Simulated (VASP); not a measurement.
# WSe2 in VASP: notebook

WSe2 is run at these levels: PBEsol; tasks: single point.

Program: VASP 6.6.1. These are calculated values, not measurements. Logs are shortened: lines on timing, memory, paths and dates and some standing lists are left out, and cuts for length are marked.

### 1 The cell of the first run

The cell holds a slab with vacuum, 3 atoms: a = 3.318 Å, b = 3.318 Å, c = 16.658 Å, α = 90.00°, β = 90.00°, γ = 120.00°.

### 2 Single point, PBEsol (all Se atoms moved -0.300 Å, as atom 2 along Cartesian [1 -1 0])

INCAR reads:

```
ALGO     = Normal         # electronic algorithm
EDIFF    = 1E-6           # SCF threshold, eV
ENCUT    = 520            # plane-wave cutoff, eV
GGA      = PS             # functional
ISIF     = 2              # what is computed and relaxed
ISMEAR   = 0              # smearing method
LASPH    = T              # aspherical terms in the spheres
LCHARG   = T              # write CHGCAR
LELF     = T              # ELF
LREAL    = F              # projectors in reciprocal space
LVHAR    = T            
LWAVE    = F              # write WAVECAR
NBANDS   = 20             # bands
NELM     = 100            # most SCF steps
PREC     = Accurate       # precision mode
SIGMA    = 0.05           # smearing width, eV
```

KPOINTS reads:

```
k-points
0
Gamma
  12 12 2
```

POSCAR reads:

```
WSe2
1.0
    3.3179375931      0.0000000000      0.0000000000
   -1.6589687966      2.8734182438      0.0000000000
    0.0000000000      0.0000000000     16.6581424200
W Se
1 2
Direct
    0.0000000000      0.0000000000      0.0000000000
    0.3063112617      0.7404923392      0.0997865200
    0.3063112617      0.7404923392      0.9002134800
```

Potentials or basis: VASP PAW PBE potentials, release 64 (W_sv, Se).

Run with:

```
$ cat potpaw_PBE.64/W_sv/POTCAR potpaw_PBE.64/Se/POTCAR > POTCAR
$ mpirun -np 1 vasp_std > vasp.out
```

OUTCAR:

```text
EDIFF = 1E-6
   ENCUT = 520
   GGA = PS
   ISIF = 2
   ISMEAR = 0
   LASPH = T
   LREAL = F
   NELM = 100
   PREC = Accurate

 ion  position               nearest neighbor table
   1  0.000  0.000  0.000-   2 2.33   3 2.33   2 2.61   3 2.61   2 2.71   3 2.71
   2  0.306  0.740  0.100-   1 2.33   1 2.61   1 2.71
   3  0.306  0.740  0.900-   1 2.33   1 2.61   1 2.71

  LATTYP: Found a hexagonal cell.
 ALAT       =     3.3179375931
 C/A-ratio  =     5.0206316281

  Lattice vectors:

 A1 = (   3.3179375931,   0.0000000000,   0.0000000000)
 A2 = (  -1.6589687966,   2.8734182438,   0.0000000000)
 A3 = (   0.0000000000,   0.0000000000,  16.6581424200)

Analysis of symmetry for initial positions (statically):
=====================================================================
 Subroutine PRICEL returns:
 Original cell was already a primitive cell.

 Routine SETGRP: Setting up the symmetry group for a
 hexagonal supercell.

 Subroutine GETGRP returns: Found  2 space group operations
 (whereof  2 operations were pure point group operations)
 out of a pool of 24 trial point group operations.

The static configuration has the point symmetry C_1h.

Analysis of symmetry for dynamics (positions and initial velocities):
=====================================================================
 Subroutine PRICEL returns:
 Original cell was already a primitive cell.

 Routine SETGRP: Setting up the symmetry group for a
 hexagonal supercell.

 Subroutine GETGRP returns: Found  2 space group operations
 (whereof  2 operations were pure point group operations)
 out of a pool of 24 trial point group operations.

The dynamic configuration has the point symmetry C_1h.

 Subroutine INISYM returns: Found  2 space group operations
 (whereof  2 operations are pure point group operations),
 and found     1 'primitive' translations

----------------------------------------------------------------------------------------

                                     Primitive cell

  volume of cell :     158.8158

  direct lattice vectors                    reciprocal lattice vectors
     3.317937593  0.000000000  0.000000000     0.301392046  0.174008779  0.000000000
    -1.658968797  2.873418244  0.000000000     0.000000000  0.348017558  0.000000000
[... 84 lines left out ...]
   LASPH  =      T    aspherical Exc in radial PAW
   ENCUT  =  520.0 eV  38.22 Ry    6.18 a.u.   6.17  6.17 30.97*2*pi/ulx,y,z
   NELM   =    100;   NELMIN=  2; NELMDL= -5     # of ELM steps
   EDIFF  = 0.1E-05   stopping-criterion for ELM
   LREAL  =      F    real-space projection
   EDIFFG = 0.1E-04   stopping-criterion for IOM
   NSW    =      0    number of steps for IOM
   IBRION =     -1    ionic relax: 0-MD 1-quasi-New 2-CG
   NFREE  =      0    steps in history (QN), initial steepest desc. (CG)
   ISIF   =      2    stress and relaxation
   ISYM   =      2    0-nonsym 1-usesym 2-fastsym
   POTIM  = 0.5000    time-step for ionic-motion
   TEBEG  =    0.0;   TEEND  =   0.0 temperature during run
   PSTRESS=    0.0 pullay stress
   NELECT =      26.0000    total number of electrons
   NUPDOWN=      -1.0000    fix difference up-down
   EMIN   =  10.00;   EMAX   =-10.00  energy-range for DOS
   EFERMI =   0.00;   METHOD = LEGACY
   ISMEAR =     0;   SIGMA  =   0.05  broadening in eV -4-tet -1-fermi 0-gaus
   EFERMI_NEDOS =   21; number of points for ismear=-14 and -15
   IALGO  =     38    algorithm
   IMIX   =      4    mixing-type and parameters
     AMIX     =   0.40;   BMIX     =  1.00
     AMIX_MAG =   1.60;   BMIX_MAG =  1.00
  volume/ion in A,a.u.               =      52.94       357.25
  Fermi-wavevector in a.u.,A,eV,Ry     =   0.895574  1.692389 10.912587  0.802053
  Thomas-Fermi vector in A             =   2.017923
   LORBIT       =      0    0 simple, 1 ext, 2 COOP (PROOUT), +10 PAW based schemes
   GGA     = PS    functional components
   LHFCALC =     F    Hartree Fock is set to
   AEXX    =    0.0000 exact exchange contribution
   IVDW    =     0    specifies the selected vdW correction
   LEPSILON=     F    determine dielectric tensor
   LRPA    =     F    only Hartree local field effects (RPA)
 non-spin polarized calculation
 Gauss-broadening in eV      SIGMA  =   0.05
  energy-cutoff  :      520.00
  volume of cell :      158.82
 maximum number of plane-waves:      4302
 NGX is ok and might be reduce to    28
   NGX = 13   NGY = 13   NGZ = 61

 number of electron      25.9999999 magnetization

 Free energy of the ion-electron system (eV)
  ---------------------------------------------------
  ext. energy  EPLUGINS =         0.00000000
  ---------------------------------------------------
  free energy    TOTEN  =       -22.38292707 eV

  energy without entropy =      -22.38292707  energy(sigma->0) =      -22.38292707

 E-fermi :  -0.4856     XC(G=0):  -4.7742

 val. band max:       -0.6955200893   @ k =   0.5000   0.0000   0.5000
 cond. band min:       0.4603085640   @ k =   0.0833   0.0833   0.5000
 fundamental gap:      1.1558286533
 Fermi energy:        -0.4856285375

 k-point     1 :       0.0000    0.0000    0.0000
  band No.  band energies     occupation
      1     -74.9079      2.00000
      2     -39.2274      2.00000
      3     -39.0760      2.00000
      4     -39.0025      2.00000
      5     -15.7295      2.00000
      6     -14.4288      2.00000
[... 541 lines left out ...]
     19       5.0428      0.00000
     20       5.7699      0.00000

 [... further k-points ...]

------------------------ aborting loop because EDIFF is reached ----------------------------------------

  FORCE on cell =-STRESS in cart. coord.  units (eV):
  Direction    XX          YY          ZZ          XY          YZ          ZX
  --------------------------------------------------------------------------------------
  -------------------------------------------------------------------------------------
  Total        1.6930188     -1.6477526      3.2917798     -1.5832566      0.0000000      0.0000000
  in kB       17.0796409    -16.6229830     33.2083829    -15.9723299      0.0000000      0.0000000
  external PRESSURE =      11.2216803 kB  Pullay stress =       0.0000000 kB

 VOLUME and BASIS-vectors are now :
 -----------------------------------------------------------------------------
  energy-cutoff  :      520.00
  volume of cell :      158.82
      direct lattice vectors                 reciprocal lattice vectors
     3.317937593  0.000000000  0.000000000     0.301392046  0.174008779  0.000000000
    -1.658968797  2.873418244  0.000000000     0.000000000  0.348017558  0.000000000
     0.000000000  0.000000000 16.658142420     0.000000000  0.000000000  0.060030703

 POSITION                                       TOTAL-FORCE (eV/Angst)
 -----------------------------------------------------------------------------------
      0.00000      0.00000      0.00000        -4.174191      3.662211      0.000000
     -0.21213      2.12774      1.66226         2.087096     -1.831105      0.993603
     -0.21213      2.12774     14.99588         2.087096     -1.831105     -0.993603
 -----------------------------------------------------------------------------------
    total drift:                               -0.000026      0.000024      0.000000

  FREE ENERGIE OF THE ION-ELECTRON SYSTEM (eV)
  ---------------------------------------------------
  free  energy   TOTEN  =       -22.3829270736 eV

  energy  without entropy=      -22.3829270736  energy(sigma->0) =      -22.38292707
```

Run time: 7.7 min. Hardware: 1 thread of Oxide Virtual Turin-like, shared host; peak memory 0.6 GiB.

Results:

```
Free energy            : -22.3829 eV
Largest force          : 5.553 eV/Å
Band gap on the k mesh : 1.16 eV (least direct gap 1.42 eV)
```

Forces in eV/Å, atoms in the order of the input:
```
W   -4.174  3.662  0.000
Se   2.087 -1.831  0.994
Se   2.087 -1.831 -0.994
```

Levels at points of the mesh, in eV from the valence-band top:
| k point | band 9 | band 10 | band 11 | band 12 | band 13 | band 14 | band 15 | band 16 | band 17 | band 18 |
| --- | --- | --- | --- | --- | --- | --- | --- | --- | --- | --- |
| (0.00, 0.00, 0.00) | -2.85 | -2.35 | -1.99 | -0.66 | -0.26 | 1.22 | 1.94 | 3.24 | 3.84 | 4.24 |
| (0.50, 0.00, 0.00) | -4.60 | -3.35 | -2.12 | -2.02 | 0.00 | 2.01 | 2.10 | 2.60 | 4.09 | 4.74 |
| (0.00, 0.50, 0.00) | -4.75 | -3.60 | -1.88 | -1.87 | -0.19 | 2.11 | 2.34 | 2.57 | 3.99 | 4.51 |
| (0.50, 0.50, 0.00) | -4.09 | -3.01 | -2.84 | -1.81 | -0.96 | 1.89 | 2.47 | 3.67 | 4.18 | 4.57 |
| (0.00, 0.00, 0.50) | -2.85 | -2.35 | -1.99 | -0.66 | -0.26 | 1.22 | 1.94 | 3.24 | 3.83 | 4.36 |
| (0.50, 0.00, 0.50) | -4.60 | -3.35 | -2.12 | -2.02 | 0.00 | 2.01 | 2.10 | 2.60 | 4.09 | 4.74 |
| (0.00, 0.50, 0.50) | -4.75 | -3.60 | -1.88 | -1.87 | -0.19 | 2.11 | 2.34 | 2.57 | 3.99 | 4.51 |
| (0.50, 0.50, 0.50) | -4.09 | -3.01 | -2.84 | -1.81 | -0.96 | 1.89 | 2.47 | 3.67 | 4.18 | 4.57 |

Caveat: the cell differs from its parent crystal (all Se atoms moved -0.300 Å, as atom 2 along Cartesian [1 -1 0]); there is no dipole correction, which matters where the two faces differ; the PAW data sets were made with another functional, which shifts forces and pressure a little; spin-orbit coupling is left out, which moves the levels of the heavy elements.

### 3 Single point, PBEsol (all Se atoms moved +0.225 Å, as atom 2 along Cartesian [1 -1 0])

INCAR reads:

```
SYSTEM = WSe2
PREC = Accurate
ENCUT = 520
EDIFF = 1E-6
ISMEAR = 0
SIGMA = 0.05
LREAL = .FALSE.
LASPH = .TRUE.
NELM = 80
ALGO = Normal
ISIF = 2
LWAVE = .FALSE.
LCHARG = .TRUE.
GGA = PS
LELF = .TRUE.
LVHAR = .TRUE.
NBANDS = 20
```

KPOINTS reads:

```
regular mesh
0
G
  12 12 2
  0 0 0
```

POSCAR reads:

```
WSe2
1.0
    3.3179375931      0.0000000000      0.0000000000
   -1.6589687966      2.8734182438      0.0000000000
    0.0000000000      0.0000000000     16.6581424200
W Se
1 2
Direct
    0.0000000000      0.0000000000      0.0000000000
    0.3535998870      0.6112974123      0.0997865200
    0.3535998870      0.6112974123      0.9002134800
```

Potentials or basis: VASP PAW PBE potentials, release 64 (W_sv, Se).

Run with:

```
$ cat potpaw_PBE.64/W_sv/POTCAR potpaw_PBE.64/Se/POTCAR > POTCAR
$ mpirun -np 1 vasp_std > vasp.out
```

Wall time 8.8 min (1 thread of Oxide Virtual Turin-like, shared host); peak memory 0.6 GiB.

It converged, with:

```yaml
Free_energy: -22.7766 eV
Largest_force: 3.800 eV/Å
Band_gap_on_the_k_mesh: 1.44 eV (least direct gap 1.47 eV)
```

Forces in eV/Å, atoms in the order of the input:
```
W    2.552 -2.816  0.000
Se  -1.276  1.408  0.436
Se  -1.276  1.408 -0.436
```

Levels at points of the mesh, in eV from the valence-band top:
```csv
k point,band 11,band 12,band 13,band 14,band 15,band 16
"(0.00, 0.00, 0.00)",-2.07,-0.40,-0.32,1.76,2.44,3.01
"(0.50, 0.00, 0.00)",-2.14,-1.81,-0.22,2.15,2.71,2.83
"(0.00, 0.50, 0.00)",-2.37,-1.72,-0.50,2.11,2.67,3.27
"(0.50, 0.50, 0.00)",-1.74,-1.22,-0.61,2.36,2.66,2.97
"(0.00, 0.00, 0.50)",-2.07,-0.40,-0.32,1.76,2.44,3.01
"(0.50, 0.00, 0.50)",-2.14,-1.81,-0.22,2.15,2.71,2.83
"(0.00, 0.50, 0.50)",-2.37,-1.72,-0.50,2.11,2.67,3.27
"(0.50, 0.50, 0.50)",-1.74,-1.22,-0.61,2.36,2.66,2.97
```

Caveat: the cell differs from its parent crystal (all Se atoms moved +0.225 Å, as atom 2 along Cartesian [1 -1 0]); there is no dipole correction, which matters where the two faces differ; the PAW data sets were made with another functional, which shifts forces and pressure a little; spin-orbit coupling is left out, which moves the levels of the heavy elements.
